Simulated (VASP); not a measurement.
A run of VASP 6.6.1:

Contents of INCAR:

```
SYSTEM = TaN
ALGO     = Normal         ! electronic algorithm
EDIFF    = 1E-6           ! SCF threshold, eV
ENCUT    = 520            ! plane-wave cutoff, eV
GGA      = PE             ! functional
ISIF     = 2              ! what is computed and relaxed
ISMEAR   = -1             ! smearing method
LASPH    = .TRUE.         ! aspherical terms in the spheres
LCHARG   = .FALSE.        ! write CHGCAR
LREAL    = .FALSE.        ! projectors in reciprocal space
LWAVE    = .FALSE.        ! write WAVECAR
NBANDS   = 15             ! bands
NELM     = 80             ! most SCF steps
PREC     = Accurate       ! precision mode
SIGMA    = 0.05           ! smearing width, eV
```

Contents of KPOINTS:

```
k-points
0
G
  9 9 9
  0 0 0
```

The input POSCAR:

```
TaN
1.0
    0.0000000000      2.3783885901      2.3783885901
    2.3783885901      0.0000000000      2.3783885901
    2.3783885901      2.3783885901      0.0000000000
Ta N
1 1
Direct
    0.0000000000      0.0000000000      0.0000000000
    0.2500000000      0.2500000000      0.2500000000
```

Potentials or basis: VASP PAW PBE potentials, release 64 (Ta_pv, N).

Launch:

```sh
$ cat potpaw_PBE.64/Ta_pv/POTCAR potpaw_PBE.64/N/POTCAR > POTCAR
$ mpirun -np 1 vasp_std > vasp.out
```

Hardware: 1 thread of Intel Xeon 6975P-C (shared host).

**Question.** Estimate the wall time of this run.

**Answer.** It took 11 s on 1 thread of Intel Xeon 6975P-C (shared host), peak memory 0.16 GiB. Counts: scf iterations 12, k points 35.
